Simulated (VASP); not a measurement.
# Ge (Fmmm) in VASP: a series of runs

Runs on Ge. Level: PBEsol. Tasks: single point.

Program: VASP 6.6.1. These are calculated values, not measurements. Logs are shortened: lines on timing, memory, paths and dates and some standing lists are left out, and cuts for length are marked.

## 1. The cell of the first run

The structure is orthorhombic, space group Fmmm (No. 69). The conventional cell has a = 5.261 Å, b = 5.771 Å, c = 10.231 Å, α = 90.00°, β = 90.00°, γ = 90.00°. Ge (site symmetry mm2) has 8 Ge at 2.71 to 3.17 Å within 3.6 Å. Within 3.4 Å of Ge (site symmetry m2m) lie 8 Ge at 2.61 to 3.17 Å.

## 2. Single point, PBEsol

Input file INCAR:

```
ALGO = Normal
EDIFF = 1E-7
ENCUT = 520
GGA = PS
ISIF = 2
ISMEAR = -1
LASPH = T
LCHARG = T
LELF = T
LREAL = F
LVHAR = T
LWAVE = F
NBANDS = 36
NELM = 60
PREC = Accurate
SIGMA = 0.05
```

Input file KPOINTS:

```
k-points
0
Gamma
  2 2 2
```

Input file POSCAR:

```
Ge
1.0
    0.0000000000      2.8857400000      5.1156650000
    2.6304970000      0.0000000000      5.1156650000
    2.6304970000      2.8857400000      0.0000000000
Ge
4
Direct
    0.7818669997      0.7818669997      0.2181330003
    0.2181330003      0.2181330003      0.7818669997
    0.2735099992      0.7264900008      0.2735099992
    0.7264900008      0.2735099992      0.7264900008
```

Potentials or basis: VASP PAW PBE potentials, release 64 (Ge_d).

The run is started by

```
$ cat potpaw_PBE.64/Ge_d/POTCAR > POTCAR
$ mpirun -np 1 vasp_std > vasp.out
```

OUTCAR:

```text
EDIFF = 1E-7
   ENCUT = 520
   GGA = PS
   ISIF = 2
   ISMEAR = -1
   LASPH = T
   LREAL = F
   NELM = 60
   PREC = Accurate

 ion  position               nearest neighbor table
   1  0.782  0.782  0.218-   2 2.71   2 2.71   3 2.73   4 2.73
   2  0.218  0.218  0.782-   1 2.71   1 2.71   3 2.73   4 2.73
   3  0.274  0.726  0.274-   4 2.61   4 2.64   4 2.64   2 2.73   1 2.73
   4  0.726  0.274  0.726-   3 2.61   3 2.64   3 2.64   2 2.73   1 2.73

  LATTYP: Found a face centered orthorhombic cell.
 ALAT       =     5.2609940000
 B/A-ratio  =     1.0970322338
 C/A-ratio  =     1.9447522654

  Lattice vectors:

 A1 = (   0.0000000000,   2.8857400000,   5.1156650000)
 A2 = (   2.6304970000,   0.0000000000,   5.1156650000)
 A3 = (   2.6304970000,   2.8857400000,   0.0000000000)

Analysis of symmetry for initial positions (statically):
=====================================================================
 Subroutine PRICEL returns:
 Original cell was already a primitive cell.

 Routine SETGRP: Setting up the symmetry group for a
 face centered orthorhombic supercell.

 Subroutine GETGRP returns: Found  8 space group operations
 (whereof  8 operations were pure point group operations)
 out of a pool of  8 trial point group operations.

The static configuration has the point symmetry D_2h.

Analysis of symmetry for dynamics (positions and initial velocities):
=====================================================================
 Subroutine PRICEL returns:
 Original cell was already a primitive cell.

 Routine SETGRP: Setting up the symmetry group for a
 face centered orthorhombic supercell.

 Subroutine GETGRP returns: Found  8 space group operations
 (whereof  8 operations were pure point group operations)
 out of a pool of  8 trial point group operations.

The dynamic configuration has the point symmetry D_2h.

 Subroutine INISYM returns: Found  8 space group operations
 (whereof  8 operations are pure point group operations),
 and found     1 'primitive' translations

----------------------------------------------------------------------------------------

                                     Primitive cell

  volume of cell :      77.6653

  direct lattice vectors                    reciprocal lattice vectors
     0.000000000  2.885740000  5.115665000    -0.190078149  0.173265783  0.097739004
     2.630497000  0.000000000  5.115665000     0.190078149 -0.173265783  0.097739004
     2.630497000  2.885740000  0.000000000     0.190078149  0.173265783 -0.097739004

  length of vectors
     5.873459265  5.752351072  3.904741965     0.275142957  0.275142957  0.275142957

  position of ions in fractional coordinates (direct lattice)
     0.781867000  0.781867000  0.218133000
     0.218133000  0.218133000  0.781867000
     0.273509999  0.726490001  0.273509999
     0.726490001  0.273509999  0.726490001

  ion indices of the primitive-cell ions
   primitive index   ion index
                 1           1
                 2           2
                 3           3
                 4           4

----------------------------------------------------------------------------------------

 KPOINTS: k-points

Automatic generation of k-mesh.
 Grid dimensions read from file:
 generate k-points for:    2    2    2

 Generating k-lattice:

  Cartesian coordinates                     Fractional coordinates (reciprocal lattice)
    -0.095039074  0.086632891  0.048869502     0.500000000 -0.000000000 -0.000000000
     0.095039074 -0.086632891  0.048869502     0.000000000  0.500000000  0.000000000
     0.095039074  0.086632891 -0.048869502    -0.000000000  0.000000000  0.500000000

  Length of vectors
     0.137571479  0.137571479  0.137571479

  Shift w.r.t. Gamma in fractional coordinates (k-lattice)
     0.000000000  0.000000000  0.000000000

 Subroutine IBZKPT returns following result:
 ===========================================

 Found      5 irreducible k-points:

 Following reciprocal coordinates:
            Coordinates               Weight
  0.000000  0.000000  0.000000      1.000000
[... 38 lines left out ...]
 non-spin polarized calculation
  energy-cutoff  :      520.00
  volume of cell :       77.67
 maximum number of plane-waves:      2109
 NGX is ok and might be reduce to    48
   NGX = 21   NGY = 21   NGZ = 15

 number of electron      55.9999999 magnetization

 Free energy of the ion-electron system (eV)
  ---------------------------------------------------
  ext. energy  EPLUGINS =         0.00000000
  ---------------------------------------------------
  free energy    TOTEN  =       -18.06599907 eV

  energy without entropy =      -18.04770061  energy(sigma->0) =      -18.05684984

 E-fermi :   6.8196     XC(G=0): -11.2093

 val. band max:        6.7605167519   @ k =   0.5000   0.5000   0.0000
 cond. band min:       6.9594920549   @ k =   0.5000   0.0000  -0.0000
 fundamental gap:      0.1989753030
 Fermi energy:         6.8196012401

 k-point     1 :       0.0000    0.0000    0.0000
  band No.  band energies     occupation
      1     -18.4463      2.00000
      2     -18.3681      2.00000
      3     -18.3407      2.00000
      4     -18.3325      2.00000
      5     -18.2932      2.00000
      6     -18.2862      2.00000
[... 28 lines left out ...]
     35      13.3846      0.00000
     36      13.6163      0.00000

 k-point     2 :       0.5000    0.0000   -0.0000
  band No.  band energies     occupation
      1     -18.3335      2.00000
      2     -18.3219      2.00000
      3     -18.3032      2.00000
      4     -18.2956      2.00000
      5     -18.2883      2.00000
      6     -18.2860      2.00000
[... 28 lines left out ...]
     35      12.5204      0.00000
     36      12.7458      0.00000

 k-point     3 :       0.5000    0.5000    0.0000
  band No.  band energies     occupation
      1     -18.4407      2.00000
      2     -18.3619      2.00000
      3     -18.3368      2.00000
      4     -18.3064      2.00000
      5     -18.3054      2.00000
      6     -18.3039      2.00000
[... 28 lines left out ...]
     35      11.7494      0.00000
     36      12.1363      0.00000

 k-point     4 :       0.5000    0.0000    0.5000
  band No.  band energies     occupation
      1     -18.4035      2.00000
      2     -18.3157      2.00000
      3     -18.3154      2.00000
      4     -18.3047      2.00000
      5     -18.2803      2.00000
      6     -18.2733      2.00000
[... 28 lines left out ...]
     35      14.9107      0.00000
     36      15.0113      0.00000

 k-point     5 :       0.0000    0.5000    0.5000
  band No.  band energies     occupation
      1     -18.4125      2.00000
      2     -18.3314      2.00000
      3     -18.3249      2.00000
      4     -18.3166      2.00000
      5     -18.2798      2.00000
      6     -18.2730      2.00000
[... 28 lines left out ...]
     35      14.6408      0.00000
     36      17.2358      0.00000

------------------------ aborting loop because EDIFF is reached ----------------------------------------

  FORCE on cell =-STRESS in cart. coord.  units (eV):
  Direction    XX          YY          ZZ          XY          YZ          ZX
  --------------------------------------------------------------------------------------
  -------------------------------------------------------------------------------------
  Total       -6.9235359      4.6786632      3.5649236      0.0000000      0.0000000      0.0000000
  in kB     -142.8273658     96.5173220     73.5417077      0.0000000      0.0000000      0.0000000
  external PRESSURE =       9.0772213 kB  Pullay stress =       0.0000000 kB

 VOLUME and BASIS-vectors are now :
 -----------------------------------------------------------------------------
  energy-cutoff  :      520.00
  volume of cell :       77.67
      direct lattice vectors                 reciprocal lattice vectors
     0.000000000  2.885740000  5.115665000    -0.190078149  0.173265783  0.097739004
     2.630497000  0.000000000  5.115665000     0.190078149 -0.173265783  0.097739004
     2.630497000  2.885740000  0.000000000     0.190078149  0.173265783 -0.097739004

 POSITION                                       TOTAL-FORCE (eV/Angst)
 -----------------------------------------------------------------------------------
      2.63050      2.88574      7.99954         0.000000     -0.000000      0.720718
      2.63050      2.88574      2.23179         0.000000     -0.000000     -0.720718
      2.63050      1.57856      5.11566         0.000000      0.630822      0.000000
      2.63050      4.19292      5.11566         0.000000     -0.630822      0.000000
 -----------------------------------------------------------------------------------
    total drift:                                0.000000      0.000000      0.000000

  FREE ENERGIE OF THE ION-ELECTRON SYSTEM (eV)
  ---------------------------------------------------
  free  energy   TOTEN  =       -18.0659990687 eV

  energy  without entropy=      -18.0477006079  energy(sigma->0) =      -18.05684984
```

It took 15 s on 1 thread of Intel Xeon 6975P-C (Granite Rapids), shared host; peak memory 0.23 GiB.

Results:

```
Free energy            : -18.0660 eV
Pressure               : 0.9 GPa
Largest force          : 0.721 eV/Å
Band gap on the k mesh : zero (band 28 reaches 6.96 eV, above the bottom of band 29 at 4.30 eV)
```

Forces on the atoms (eV/Å):
```
Ge   0.000  0.000  0.721
Ge   0.000  0.000 -0.721
Ge   0.000  0.631  0.000
Ge   0.000 -0.631  0.000
```

Levels at points of the mesh, in eV from the Fermi level:
| k point | band 25 | band 26 | band 27 | band 28 | band 29 | band 30 | band 31 | band 32 | band 33 | band 34 |
| --- | --- | --- | --- | --- | --- | --- | --- | --- | --- | --- |
| (0.00, 0.00, 0.00) | -3.48 | -2.87 | -2.66 | -2.46 | -2.24 | 2.28 | 2.98 | 3.44 | 5.68 | 6.37 |
| (0.50, 0.00, 0.00) | -2.57 | -2.21 | -1.40 | 0.14 | 0.34 | 0.54 | 1.67 | 1.75 | 2.83 | 3.72 |
| (0.50, 0.50, 0.00) | -2.82 | -2.48 | -0.82 | -0.06 | 0.42 | 0.51 | 1.42 | 2.19 | 4.31 | 4.81 |
| (0.50, 0.00, 0.50) | -5.26 | -4.78 | -3.77 | -3.33 | -1.83 | -1.39 | 2.99 | 4.14 | 6.39 | 7.74 |
| (0.00, 0.50, 0.50) | -6.37 | -5.89 | -4.09 | -2.60 | -2.52 | 2.14 | 3.14 | 3.45 | 5.29 | 5.49 |

Caveat: the k points lie up to 0.86 Å⁻¹ apart; the PAW data sets were made with another functional, which shifts forces and pressure a little.

## 3. Single point, PBEsol

Input file INCAR:

```
PREC     = Accurate       # precision mode
ENCUT    = 520            # plane-wave cutoff, eV
EDIFF    = 1E-6           # SCF threshold, eV
ISMEAR   = -1             # smearing method
SIGMA    = 0.05           # smearing width, eV
LREAL    = False          # projectors in reciprocal space
LASPH    = True           # aspherical terms in the spheres
NELM     = 100            # most SCF steps
ALGO     = Normal         # electronic algorithm
ISIF     = 2              # what is computed and relaxed
LWAVE    = False          # write WAVECAR
LCHARG   = False          # write CHGCAR
GGA      = PS             # functional
NBANDS   = 36             # bands
```

Input file KPOINTS:

```
Automatic mesh
0
Gamma
  3 3 3
```

POSCAR is that of step 2.

Potentials or basis: VASP PAW PBE potentials, release 64 (Ge_d).

The run is started by

```
$ cat potpaw_PBE.64/Ge_d/POTCAR > POTCAR
$ mpirun -np 1 vasp_std > vasp.out
```

Wall time 19 s (1 thread of Intel Xeon 6975P-C (Granite Rapids), shared host); peak memory 0.23 GiB.

It converged, with:

```
Free energy            : -18.6916 eV
Pressure               : -2.9 GPa
Largest force          : 0.270 eV/Å
Band gap on the k mesh : zero (band 28 reaches 6.58 eV, above the bottom of band 29 at 4.60 eV)
```

Forces on the atoms (eV/Å):
```
Ge   0.000  0.000 -0.039
Ge   0.000  0.000  0.039
Ge   0.000 -0.270  0.000
Ge   0.000  0.270  0.000
```

Stress tensor (GPa, compression positive):
```
 5.65  0.00  0.00
 0.00 -6.75  0.00
 0.00  0.00 -7.71
```

Levels at points of the mesh, in eV from the Fermi level:
| k point | band 24 | band 25 | band 26 | band 27 | band 28 | band 29 | band 30 | band 31 | band 32 | band 33 |
| --- | --- | --- | --- | --- | --- | --- | --- | --- | --- | --- |
| (0.00, 0.00, 0.00) | -4.12 | -3.18 | -2.65 | -2.31 | -2.11 | -1.89 | 2.58 | 3.37 | 3.74 | 5.92 |

Caveat: the k points lie up to 0.58 Å⁻¹ apart; the PAW data sets were made with another functional, which shifts forces and pressure a little.

## 4. Single point, PBEsol

Changes to INCAR since step 3:

```diff
@@ -2,3 +2,3 @@
 ENCUT    = 520            # plane-wave cutoff, eV
-EDIFF    = 1E-6           # SCF threshold, eV
+EDIFF    = 1E-7           # SCF threshold, eV
 ISMEAR   = -1             # smearing method
@@ -7,3 +7,3 @@
 LASPH    = True           # aspherical terms in the spheres
-NELM     = 100            # most SCF steps
+NELM     = 60             # most SCF steps
 ALGO     = Normal         # electronic algorithm
```

Input file KPOINTS:

```
Automatic mesh
0
Gamma
  4 4 4
```

POSCAR is that of step 3.

The run is started by

```
$ cat potpaw_PBE.64/Ge_d/POTCAR > POTCAR
$ mpirun -np 1 vasp_std > vasp.out
```

Wall time 41 s (1 thread of Intel Xeon 6975P-C (Granite Rapids), shared host); peak memory 0.24 GiB.

Results (log left out):

* Free energy: -19.0120 eV
* Pressure: -3.6 GPa
* Largest force: 0.170 eV/Å
* Band gap on the k mesh: zero (band 28 reaches 6.94 eV, above the bottom of band 29 at 4.31 eV)

Forces on the atoms (eV/Å):
```
Ge   0.000  0.000  0.146
Ge   0.000  0.000 -0.146
Ge   0.000 -0.170  0.000
Ge   0.000  0.170  0.000
```

Stress tensor (GPa, compression positive):
```
-4.60  0.00  0.00
 0.00  0.51  0.00
 0.00  0.00 -6.73
```

Levels at points of the mesh, in eV from the Fermi level:
```csv
k point,band 26,band 27,band 28,band 29,band 30,band 31
"(0.00, 0.00, 0.00)",-2.36,-1.99,-1.87,-1.68,2.87,3.61
"(0.50, 0.00, 0.00)",-1.66,-0.84,0.73,0.93,1.12,2.24
"(0.50, 0.50, 0.00)",-1.92,-0.26,0.46,0.99,1.13,1.97
"(0.50, 0.00, 0.50)",-4.19,-3.20,-2.70,-1.26,-0.87,3.52
"(0.00, 0.50, 0.50)",-5.28,-3.51,-2.08,-1.90,2.72,3.74
```

Caveat: the k points lie up to 0.43 Å⁻¹ apart; the PAW data sets were made with another functional, which shifts forces and pressure a little.

## 5. Single point, PBEsol

Input file INCAR:

```
SYSTEM = Ge
PREC = Accurate
ENCUT = 520
EDIFF = 1E-6
ISMEAR = -1
SIGMA = 0.05
LREAL = .FALSE.
LASPH = .TRUE.
NELM = 100
ALGO = Normal
ISIF = 2
LWAVE = .FALSE.
LCHARG = .FALSE.
GGA = PS
NBANDS = 36
```

Input file KPOINTS:

```
Automatic mesh
0
G
  5 5 5
  0 0 0
```

POSCAR is that of step 4.

The run is started by

```
$ cat potpaw_PBE.64/Ge_d/POTCAR > POTCAR
$ mpirun -np 1 vasp_std > vasp.out
```

Wall time 55 s (1 thread of Intel Xeon 6975P-C (Granite Rapids), shared host); peak memory 0.26 GiB.

Results (log left out):

```yaml
Free_energy: -18.9421 eV
Pressure: -3.8 GPa
Largest_force: 0.089 eV/Å
Band_gap_on_the_k_mesh: zero (band 28 reaches 7.63 eV, above the bottom of band 29 at 4.56 eV)
```

Forces on the atoms (eV/Å):
```
Ge   0.000  0.000  0.089
Ge   0.000  0.000 -0.089
Ge   0.000  0.039  0.000
Ge   0.000 -0.039  0.000
```

Stress tensor (GPa, compression positive):
```
-3.54  0.00  0.00
 0.00 -3.91  0.00
 0.00  0.00 -3.86
```

Levels at points of the mesh, in eV from the Fermi level:
```tsv
k point	band 26	band 27	band 28	band 29	band 30	band 31
(0.00, 0.00, 0.00)	-2.23	-1.87	-1.73	-1.52	3.00	3.76
```

Caveat: the PAW data sets were made with another functional, which shifts forces and pressure a little.

## 6. Single point, PBEsol

Input file INCAR:

```
SYSTEM = Ge
ALGO = Normal ; EDIFF = 1E-7
ENCUT = 520 ; GGA = PS
ISIF = 2 ; ISMEAR = -1
LASPH = .True. ; LCHARG = .False.
LREAL = .False. ; LWAVE = .False.
NBANDS = 36 ; NELM = 100
PREC = Accurate ; SIGMA = 0.05
```

Input file KPOINTS:

```
k-points
0
Gamma
  6 6 6
  0 0 0
```

POSCAR is that of step 5.

Potentials or basis: VASP PAW PBE potentials, release 64 (Ge_d).

The run is started by

```
$ cat potpaw_PBE.64/Ge_d/POTCAR > POTCAR
$ mpirun -np 1 vasp_std > vasp.out
```

It took 1.7 min on 1 thread of Intel Xeon 6975P-C (Granite Rapids), shared host; peak memory 0.27 GiB.

Results (log left out):

```
Free energy            : -18.9903 eV
Pressure               : -3.3 GPa
Largest force          : 0.011 eV/Å
Band gap on the k mesh : zero (band 28 reaches 7.61 eV, above the bottom of band 29 at 4.34 eV)
```

Forces in eV/Å, atoms in the order of the input:
```
Ge   0.000  0.000 -0.011
Ge   0.000  0.000  0.011
Ge   0.000 -0.006  0.000
Ge   0.000  0.006  0.000
```

Stress tensor (GPa, compression positive):
```
-1.44  0.00  0.00
 0.00 -3.91  0.00
 0.00  0.00 -4.49
```

Levels at points of the mesh, in eV from the Fermi level:
```
           k point  band 25  band 26  band 27  band 28  band 29  band 30  band 31  band 32
(0.00, 0.00, 0.00)    -2.94    -2.39    -2.03    -1.87    -1.63     2.85     3.63     4.00
(0.50, 0.00, 0.00)    -2.03    -1.66    -0.86     0.73     0.93     1.10     2.24     2.33
(0.50, 0.50, 0.00)    -2.19    -1.88    -0.27     0.47     0.98     1.13     1.94     2.67
(0.50, 0.00, 0.50)    -4.65    -4.15    -3.22    -2.69    -1.29    -0.87     3.51     4.67
(0.00, 0.50, 0.50)    -5.76    -5.28    -3.51    -2.10    -1.89     2.72     3.72     3.98
```

Caveat: the PAW data sets were made with another functional, which shifts forces and pressure a little.

## 7. Single point, PBEsol

Input file INCAR:

```
  PREC = Accurate
  ENCUT = 520
  EDIFF = 1E-6
  ISMEAR = -1
  SIGMA = 0.05
  LREAL = False
  LASPH = True
  NELM = 100
  ALGO = Normal
  ISIF = 2
  LWAVE = False
  LCHARG = False
  GGA = PS
  NBANDS = 36
```

Input file KPOINTS:

```
regular mesh
0
Gamma
  8 8 8
```

POSCAR is that of step 6.

The run is started by

```
$ cat potpaw_PBE.64/Ge_d/POTCAR > POTCAR
$ mpirun -np 1 vasp_std > vasp.out
```

Run time: 2.7 min. Hardware: 1 thread of Intel Xeon 6975P-C (Granite Rapids), shared host; peak memory 0.36 GiB.

The run converged. Its results:

- Free energy: -18.9923 eV
- Pressure: -3.7 GPa
- Largest force: 0.033 eV/Å
- Band gap on the k mesh: zero (band 28 reaches 7.91 eV, above the bottom of band 29 at 4.33 eV)

Forces in eV/Å, atoms in the order of the input:
```
Ge   0.000  0.000 -0.033
Ge   0.000  0.000  0.033
Ge   0.000 -0.008  0.000
Ge   0.000  0.008  0.000
```

Stress tensor (GPa, compression positive):
```
-4.05  0.00  0.00
 0.00 -3.33  0.00
 0.00  0.00 -3.76
```

Levels at points of the mesh, in eV from the Fermi level:
```
           k point  band 25  band 26  band 27  band 28  band 29  band 30  band 31  band 32
(0.00, 0.00, 0.00)    -2.83    -2.28    -1.93    -1.77    -1.54     2.95     3.73     4.10
(0.50, 0.00, 0.00)    -1.93    -1.56    -0.76     0.83     1.03     1.20     2.34     2.43
(0.50, 0.50, 0.00)    -2.09    -1.78    -0.17     0.57     1.08     1.23     2.04     2.77
(0.50, 0.00, 0.50)    -4.55    -4.05    -3.11    -2.59    -1.19    -0.77     3.61     4.77
(0.00, 0.50, 0.50)    -5.66    -5.18    -3.40    -2.00    -1.79     2.82     3.82     4.08
```

Caveat: the PAW data sets were made with another functional, which shifts forces and pressure a little.

## 8. Summary

| k mesh | gap on the mesh (eV) | pressure (GPa) | largest force (eV/Å) |
| --- | --- | --- | --- |
| 2 × 2 × 2 | none | 0.9 | 0.72 |
| 3 × 3 × 3 | none | -2.9 | 0.27 |
| 4 × 4 × 4 | none | -3.6 | 0.17 |
| 5 × 5 × 5 | none | -3.8 | 0.09 |
| 6 × 6 × 6 | none | -3.3 | 0.01 |
| 8 × 8 × 8 | none | -3.7 | 0.03 |

Alike in all rows: task single point; level PBEsol; potentials or basis VASP PAW PBE potentials, release 64 (Ge_d); no spin polarisation; cell as given; cutoff (eV) 520; smearing fermi-dirac 0.05 eV.

Caveats: some runs use coarse meshes; the PAW data sets were made with another functional, which shifts forces and pressure a little.

Absolute energies hang on the potentials; compare differences alone.
